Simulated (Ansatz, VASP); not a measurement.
Two plane-wave programs on BAs

File INCAR:

```
PREC     = Accurate       # precision mode
ENCUT    = 500            # plane-wave cutoff, eV
EDIFF    = 1E-6           # SCF threshold, eV
ISMEAR   = 0              # smearing method
SIGMA    = 0.05           # smearing width, eV
LREAL    = F              # projectors in reciprocal space
LASPH    = T              # aspherical terms in the spheres
NELM     = 120            # most SCF steps
ALGO     = Normal         # electronic algorithm
ISIF     = 2              # what is computed and relaxed
LWAVE    = F              # write WAVECAR
LCHARG   = T              # write CHGCAR
GGA      = RE             # functional
IVDW     = 12             # dispersion correction
LELF     = T              # ELF
LVHAR    = T            
NBANDS   = 11             # bands
GGA_COMPAT= F
```

File KPOINTS:

```
regular mesh
0
Gamma
  8 8 8
```

POSCAR

```
BAs
1.0
    0.0000000000      2.3711933204      2.3711933204
    2.3711933204      0.0000000000      2.3711933204
    2.3711933204      2.3711933204      0.0000000000
B As
1 1
Direct
    0.0000000000      0.0000000000      0.0000000000
    0.7500000000      0.7500000000      0.7500000000
```

Input for Ansatz:

```yaml
crystal:
  lattice:
    - [0.0, 2.3711933204, 2.3711933204]
    - [2.3711933204, 0.0, 2.3711933204]
    - [2.3711933204, 2.3711933204, 0.0]
  atoms:
    - { symbol: B, position: [0.0, 0.0, 0.0] }
    - { symbol: As, position: [0.75, 0.75, 0.75] }
basis:
  ecutwfc: 420
  ecutrho_ratio: 4
kpoints:
  mp_grid: { grid: [8, 8, 8] }
hamiltonian:
  xc: revpbe
  dispersion: d3bj
scf:
  occupations: { method: gaussian, width: 0.05 }
output:
  forces: true
  stress: true
  eigenvalues: true
```

Alike in both runs: task single point; functional revPBE; dispersion D3(BJ); k mesh 8 × 8 × 8; occupations gaussian, width 0.05 eV; no spin polarisation.

```csv
,VASP,Ansatz
version,VASP 6.6.1,Ansatz 0.2.0
potentials or method,"VASP PAW PBE potentials, release 64 (B, As), cutoff 500 eV","scalar-relativistic, plane waves, PAW"
valence electrons in the cell,8,18
```

Ansatz gave:

```
gap on the k mesh at the Fermi level (eV) : 1.20
least direct gap on the mesh (eV)         : 3.31
pressure (GPa)                            : 0.0
```

Q: Which values does VASP return?

A: gap on the k mesh at the Fermi level (eV): 1.18; least direct gap on the mesh (eV): 3.30; pressure (GPa): 0.7.

VASP's potentials were made for PBE, not for revPBE. VASP's potentials hold 8 valence electrons a cell and Ansatz's 18, so a difference there can come from the potentials and not from the codes.
